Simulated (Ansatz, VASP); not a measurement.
## Pb: VASP beside Ansatz

```
CELL_PARAMETERS angstrom
3.34080 0.00000 0.00000
-1.67040 2.89322 0.00000
0.00000 0.00000 5.59000
ATOMIC_POSITIONS crystal
Pb 0.33333 0.66667 0.25000
Pb 0.66667 0.33333 0.75000
```

Change from the starting cell: strain -0.040 along x and y, +0.000 along z, atoms carried along.

Alike in both runs: task single point; functional r2SCAN; k mesh 18 × 18 × 10; occupations gaussian, width 0.15 eV; no spin polarisation.

|  | VASP | Ansatz |
| --- | --- | --- |
| version | VASP 6.6.1 | Ansatz 0.2.0 |
| potentials or method | VASP PAW PBE potentials, release 64 (Pb_d), cutoff 520 eV | scalar-relativistic, plane waves, PAW |
| valence electrons in the cell | 28 | 28 |

Ansatz gave:

* gap on the k mesh at the Fermi level (eV): none
* pressure (GPa): 8.4
* traceless stress, the component that is largest in VASP (GPa): -0.25

What did VASP give for the same quantities?

gap on the k mesh at the Fermi level (eV): none; pressure (GPa): 8.5; traceless stress, the component that is largest in VASP (GPa): -0.26.

VASP's potentials were made for PBE, not for r2SCAN. A gap of «none» marks a metal or a gap that the smearing closes.

Spin-orbit coupling is off throughout.
